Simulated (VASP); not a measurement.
# AlN in VASP: notebook

Runs on AlN. Level: PBEsol. Tasks: single point.

Everything below comes from runs of VASP 6.6.1. Logs are shortened: lines on timing, memory, paths and dates and some standing lists are left out, and cuts for length are marked.

### 1 The cell of the first run

It takes space group F-43m (No. 216, cubic). Conventional cell: a = 4.377 Å, b = 4.377 Å, c = 4.377 Å, α = 90.00°, β = 90.00°, γ = 90.00°. Within 2.5 Å of Al (site symmetry -43m) lie 4 N at 1.90 Å. N (site symmetry -43m) has 4 Al at 1.90 Å within 2.5 Å.

### 2 Single point, PBEsol

INCAR

```
ALGO = Normal
EDIFF = 1E-7
ENCUT = 520
GGA = PS
ISIF = 2
ISMEAR = 0
LASPH = T
LCHARG = T
LELF = T
LREAL = F
LVHAR = T
LWAVE = F
NBANDS = 11
NELM = 100
PREC = Accurate
SIGMA = 0.05
```

KPOINTS

```
k-points
0
Gamma
  10 10 10
```

POSCAR

```
AlN
1.0
    0.0000000000      2.1886566781      2.1886566781
    2.1886566781      0.0000000000      2.1886566781
    2.1886566781      2.1886566781      0.0000000000
Al N
1 1
Direct
    0.0000000000      0.0000000000      0.0000000000
    0.7500000000      0.7500000000      0.7500000000
```

Potentials or basis: VASP PAW PBE potentials, release 64 (Al, N).

Run with:

```console
cat potpaw_PBE.64/Al/POTCAR potpaw_PBE.64/N/POTCAR > POTCAR
mpirun -np 1 vasp_std > vasp.out
```

OUTCAR:

```text
EDIFF = 1E-7
   ENCUT = 520
   GGA = PS
   ISIF = 2
   ISMEAR = 0
   LASPH = T
   LREAL = F
   NELM = 100
   PREC = Accurate

 ion  position               nearest neighbor table
   1  0.000  0.000  0.000-   2 1.90   2 1.90   2 1.90   2 1.90
   2  0.750  0.750  0.750-   1 1.90   1 1.90   1 1.90   1 1.90

  LATTYP: Found a face centered cubic cell.
 ALAT       =     4.3773133562

  Lattice vectors:

 A1 = (   0.0000000000,   2.1886566781,   2.1886566781)
 A2 = (   2.1886566781,   0.0000000000,   2.1886566781)
 A3 = (   2.1886566781,   2.1886566781,   0.0000000000)

Analysis of symmetry for initial positions (statically):
=====================================================================
 Subroutine PRICEL returns:
 Original cell was already a primitive cell.

 Routine SETGRP: Setting up the symmetry group for a
 face centered cubic supercell.

 Subroutine GETGRP returns: Found 24 space group operations
 (whereof 24 operations were pure point group operations)
 out of a pool of 48 trial point group operations.

The static configuration has the point symmetry T_d .

Analysis of symmetry for dynamics (positions and initial velocities):
=====================================================================
 Subroutine PRICEL returns:
 Original cell was already a primitive cell.

 Routine SETGRP: Setting up the symmetry group for a
 face centered cubic supercell.

 Subroutine GETGRP returns: Found 24 space group operations
 (whereof 24 operations were pure point group operations)
 out of a pool of 48 trial point group operations.

The dynamic configuration has the point symmetry T_d .

 Subroutine INISYM returns: Found 24 space group operations
 (whereof 24 operations are pure point group operations),
 and found     1 'primitive' translations

----------------------------------------------------------------------------------------

                                     Primitive cell

  volume of cell :      20.9683

  direct lattice vectors                    reciprocal lattice vectors
     0.000000000  2.188656678  2.188656678    -0.228450631  0.228450631  0.228450631
     2.188656678  0.000000000  2.188656678     0.228450631 -0.228450631  0.228450631
     2.188656678  2.188656678  0.000000000     0.228450631  0.228450631 -0.228450631

  length of vectors
     3.095227958  3.095227958  3.095227958     0.395688101  0.395688101  0.395688101

  position of ions in fractional coordinates (direct lattice)
     0.000000000  0.000000000  0.000000000
     0.750000000  0.750000000  0.750000000

  ion indices of the primitive-cell ions
   primitive index   ion index
                 1           1
                 2           2

----------------------------------------------------------------------------------------

 KPOINTS: k-points

Automatic generation of k-mesh.
 Grid dimensions read from file:
 generate k-points for:   10   10   10

 Generating k-lattice:

  Cartesian coordinates                     Fractional coordinates (reciprocal lattice)
    -0.022845063  0.022845063  0.022845063     0.100000000  0.000000000  0.000000000
     0.022845063 -0.022845063  0.022845063     0.000000000  0.100000000  0.000000000
     0.022845063  0.022845063 -0.022845063     0.000000000  0.000000000  0.100000000

  Length of vectors
     0.039568810  0.039568810  0.039568810

  Shift w.r.t. Gamma in fractional coordinates (k-lattice)
     0.000000000  0.000000000  0.000000000

 Subroutine IBZKPT returns following result:
 ===========================================

 Found     47 irreducible k-points:

 Following reciprocal coordinates:
            Coordinates               Weight
  0.000000  0.000000  0.000000      1.000000
  0.100000  0.000000  0.000000      8.000000
  0.200000  0.000000  0.000000      8.000000
  0.300000  0.000000  0.000000      8.000000
  0.400000  0.000000  0.000000      8.000000
  0.500000  0.000000  0.000000      4.000000
[... 16 lines left out ...]
  0.300000  0.300000  0.000000      6.000000
  0.400000  0.300000  0.000000     24.000000
 [... further k-points ...]
   k-points           NKPTS =     47   k-points in BZ     NKDIM =     47   number of bands    NBANDS=     11
   number of dos      NEDOS =    301   number of ions     NIONS =      2
   total plane-waves  NPLWV =  13824
   dimension x,y,z NGX =    24 NGY =   24 NGZ =   24
   dimension x,y,z NGXF=    48 NGYF=   48 NGZF=   48
   ions per type =               1   1
   NGX,Y,Z   is equivalent  to a cutoff of  12.89, 12.89, 12.89 a.u.
   NGXF,Y,Z  is equivalent  to a cutoff of  25.78, 25.78, 25.78 a.u.
 SYSTEM =  unknown system
   PREC   = accura    normal or accurate (medium, high low for compatibility)
   ISTART =      0    job   : 0-new  1-cont  2-samecut
   ICHARG =      2    charge: 1-file 2-atom 10-const
   ISPIN  =      1    spin polarized calculation?
   LNONCOLLINEAR =      F non collinear calculations
   LSORBIT =      F    spin-orbit coupling
   LASPH  =      T    aspherical Exc in radial PAW
   ENCUT  =  520.0 eV  38.22 Ry    6.18 a.u.   5.76  5.76  5.76*2*pi/ulx,y,z
   NELM   =    100;   NELMIN=  2; NELMDL= -5     # of ELM steps
   EDIFF  = 0.1E-06   stopping-criterion for ELM
   LREAL  =      F    real-space projection
   EDIFFG = 0.1E-05   stopping-criterion for IOM
   NSW    =      0    number of steps for IOM
   IBRION =     -1    ionic relax: 0-MD 1-quasi-New 2-CG
   NFREE  =      0    steps in history (QN), initial steepest desc. (CG)
   ISIF   =      2    stress and relaxation
   ISYM   =      2    0-nonsym 1-usesym 2-fastsym
   POTIM  = 0.5000    time-step for ionic-motion
   TEBEG  =    0.0;   TEEND  =   0.0 temperature during run
   PSTRESS=    0.0 pullay stress
   NELECT =       8.0000    total number of electrons
   NUPDOWN=      -1.0000    fix difference up-down
   EMIN   =  10.00;   EMAX   =-10.00  energy-range for DOS
   EFERMI =   0.00;   METHOD = LEGACY
   ISMEAR =     0;   SIGMA  =   0.05  broadening in eV -4-tet -1-fermi 0-gaus
   EFERMI_NEDOS =   21; number of points for ismear=-14 and -15
   IALGO  =     38    algorithm
   IMIX   =      4    mixing-type and parameters
     AMIX     =   0.40;   BMIX     =  1.00
     AMIX_MAG =   1.60;   BMIX_MAG =  1.00
  volume/ion in A,a.u.               =      10.48        70.75
  Fermi-wavevector in a.u.,A,eV,Ry     =   1.187364  2.243792 19.181944  1.409833
  Thomas-Fermi vector in A             =   2.323517
   LORBIT       =      0    0 simple, 1 ext, 2 COOP (PROOUT), +10 PAW based schemes
   GGA     = PS    functional components
   LHFCALC =     F    Hartree Fock is set to
   AEXX    =    0.0000 exact exchange contribution
   IVDW    =     0    specifies the selected vdW correction
   LEPSILON=     F    determine dielectric tensor
   LRPA    =     F    only Hartree local field effects (RPA)
 non-spin polarized calculation
 Gauss-broadening in eV      SIGMA  =   0.05
  energy-cutoff  :      520.00
  volume of cell :       20.97
 maximum number of plane-waves:       588
   NGX = 11   NGY = 11   NGZ = 11

 number of electron       8.0000000 magnetization

 Free energy of the ion-electron system (eV)
  ---------------------------------------------------
  ext. energy  EPLUGINS =         0.00000000
  ---------------------------------------------------
  free energy    TOTEN  =       -15.61137164 eV

  energy without entropy =      -15.61137164  energy(sigma->0) =      -15.61137164

 E-fermi :   6.0598     XC(G=0): -11.1012

 val. band max:        5.8179865752   @ k =   0.0000   0.0000   0.0000
 cond. band min:       9.0018017682   @ k =   0.5000   0.5000   0.0000
 fundamental gap:      3.1838151930
 Fermi energy:         6.0598168918

 k-point     1 :       0.0000    0.0000    0.0000
  band No.  band energies     occupation
      1      -9.1030      2.00000
      2       5.8180      2.00000
      3       5.8180      2.00000
      4       5.8180      2.00000
      5       9.8945      0.00000
      6      18.2241      0.00000
      7      18.2241      0.00000
      8      18.2241      0.00000
      9      23.3544      0.00000
     10      23.3544      0.00000
     11      24.6944      0.00000

 k-point     2 :       0.1000    0.0000    0.0000
  band No.  band energies     occupation
      1      -8.9561      2.00000
      2       4.9977      2.00000
      3       5.7661      2.00000
      4       5.7661      2.00000
      5      10.5603      0.00000
      6      17.8335      0.00000
      7      18.3576      0.00000
      8      18.3576      0.00000
      9      22.0834      0.00000
     10      22.0834      0.00000
     11      23.8881      0.00000

 k-point     3 :       0.2000    0.0000    0.0000
  band No.  band energies     occupation
      1      -8.5376      2.00000
      2       3.3860      2.00000
      3       5.6368      2.00000
      4       5.6368      2.00000
      5      11.6805      0.00000
      6      17.0325      0.00000
      7      18.2876      0.00000
      8      18.2876      0.00000
      9      21.5498      0.00000
     10      21.5498      0.00000
     11      23.0169      0.00000

 k-point     4 :       0.3000    0.0000    0.0000
  band No.  band energies     occupation
      1      -7.9283      2.00000
      2       1.7355      2.00000
      3       5.4888      2.00000
      4       5.4888      2.00000
      5      12.5103      0.00000
      6      16.2778      0.00000
      7      17.6282      0.00000
      8      17.6282      0.00000
      9      22.6014      0.00000
     10      22.6014      0.00000
     11      22.8279      0.00000
[... 239 lines left out ...]
 k-point    22 :      -0.2000    0.2000    0.0000
  band No.  band energies     occupation
      1      -7.7282      2.00000
      2       2.0401      2.00000
      3       4.1148      2.00000
      4       5.5631      2.00000
      5      13.2548      0.00000
      6      15.6203      0.00000
      7      17.0605      0.00000
      8      18.1676      0.00000
      9      20.6244      0.00000
     10      24.0518      0.00000
     11      26.9629      0.00000

 k-point    23 :       0.3000    0.3000    0.0000
  band No.  band energies     occupation
      1      -7.5502      2.00000
      2       2.2865      2.00000
      3       4.5718      2.00000
      4       4.5718      2.00000
      5      11.0189      0.00000
      6      15.3508      0.00000
      7      17.5451      0.00000
      8      20.1498      0.00000
      9      20.1498      0.00000
     10      26.0339      0.00000
     11      29.3702      0.00000

 k-point    24 :       0.4000    0.3000    0.0000
  band No.  band energies     occupation
      1      -7.0829      2.00000
      2       1.6500      2.00000
      3       4.1050      2.00000
      4       4.4077      2.00000
      5      10.6032      0.00000
      6      15.1837      0.00000
      7      17.9152      0.00000
      8      20.2355      0.00000
      9      20.7385      0.00000
     10      26.9422      0.00000
     11      29.1701      0.00000

 [... further k-points ...]
[... 5 lines left out ...]
  --------------------------------------------------------------------------------------
  -------------------------------------------------------------------------------------
  Total        0.0025262      0.0025262      0.0025262     -0.0000000     -0.0000000     -0.0000000
  in kB        0.1930223      0.1930223      0.1930223     -0.0000000     -0.0000000     -0.0000000
  external PRESSURE =       0.1930223 kB  Pullay stress =       0.0000000 kB

 VOLUME and BASIS-vectors are now :
 -----------------------------------------------------------------------------
  energy-cutoff  :      520.00
  volume of cell :       20.97
      direct lattice vectors                 reciprocal lattice vectors
     0.000000000  2.188656678  2.188656678    -0.228450631  0.228450631  0.228450631
     2.188656678  0.000000000  2.188656678     0.228450631 -0.228450631  0.228450631
     2.188656678  2.188656678  0.000000000     0.228450631  0.228450631 -0.228450631

 POSITION                                       TOTAL-FORCE (eV/Angst)
 -----------------------------------------------------------------------------------
      0.00000      0.00000      0.00000         0.000000     -0.000000     -0.000000
      3.28299      3.28299      3.28299        -0.000000      0.000000      0.000000
 -----------------------------------------------------------------------------------
    total drift:                               -0.000000     -0.000000     -0.000000

  FREE ENERGIE OF THE ION-ELECTRON SYSTEM (eV)
  ---------------------------------------------------
  free  energy   TOTEN  =       -15.6113716383 eV

  energy  without entropy=      -15.6113716383  energy(sigma->0) =      -15.61137164
```

Wall time 8.4 s (1 thread of Intel Xeon Platinum 8488C (Sapphire Rapids), shared host); peak memory 0.13 GiB.

Results:

| Item | Value |
| --- | --- |
| Free energy | -15.6114 eV |
| Pressure | 0.0 GPa |
| Band gap on the k mesh | 3.18 eV, indirect (least direct gap 4.08 eV) |

Caveat: the PAW data sets were made with another functional, which shifts forces and pressure a little.

### 3 Single point, PBEsol (mode 4 frozen in at -0.057 Å and mode 5 at +0.000 Å (largest displacements))

INCAR

```
SYSTEM = AlN
ALGO = Normal
EDIFF = 1E-6
ENCUT = 520
GGA = PS
ISIF = 2
ISMEAR = 0
LASPH = .True.
LCHARG = .False.
LREAL = .False.
LWAVE = .False.
NBANDS = 11
NELM = 80
PREC = Accurate
SIGMA = 0.05
```

KPOINTS

```
k-points
0
Gamma
  10 10 10
  0 0 0
```

POSCAR

```
AlN
1.0
    0.0000000000      2.1886566781      2.1886566781
    2.1886566781      0.0000000000      2.1886566781
    2.1886566781      2.1886566781      0.0000000000
Al N
1 1
Direct
   -0.0067599835      0.0067599835      0.0067599835
    0.7630216860      0.7369783140      0.7369783140
```

Potentials or basis: VASP PAW PBE potentials, release 64 (Al, N).

Run with:

```console
cat potpaw_PBE.64/Al/POTCAR potpaw_PBE.64/N/POTCAR > POTCAR
mpirun -np 1 vasp_std > vasp.out
```

It took 28 s on 1 thread of Intel Xeon Platinum 8488C (Sapphire Rapids), shared host; peak memory 0.16 GiB.

It converged, with:

```yaml
Free_energy: -15.5576 eV
Pressure: 0.9 GPa
Largest_force: 1.238 eV/Å
Band_gap_on_the_k_mesh: 2.96 eV, indirect (least direct gap 3.84 eV)
```

Forces in eV/Å, atoms in the order of the input:
```
Al  -1.238  0.000  0.000
N    1.238  0.000  0.000
```

Stress tensor (GPa, compression positive):
```
-0.02  0.00  0.00
 0.00  1.42 -6.05
 0.00 -6.05  1.42
```

Levels at points of the mesh, in eV from the valence-band top:
```tsv
k point	band 1	band 2	band 3	band 4	band 5	band 6	band 7	band 8	band 9
(0.00, 0.00, 0.00)	-15.14	-0.45	-0.21	0.00	3.84	12.16	12.20	12.22	17.26
(0.50, 0.00, 0.00)	-13.09	-6.04	-0.91	-0.63	7.04	9.53	10.67	10.84	17.46
(0.00, 0.50, 0.00)	-13.07	-6.17	-0.75	-0.51	6.94	9.43	10.71	10.94	17.47
(0.50, 0.50, 0.00)	-12.44	-5.15	-1.99	-1.99	2.96	8.18	13.52	15.35	15.37
(0.00, 0.50, 0.50)	-12.44	-5.14	-2.17	-1.85	2.97	8.23	13.52	15.28	15.37
```

Caveat: the cell differs from its parent crystal (mode 4 frozen in at -0.057 Å and mode 5 at +0.000 Å (largest displacements)); the PAW data sets were made with another functional, which shifts forces and pressure a little. A k mesh can miss the band edges.

[end of part 1 of 3]
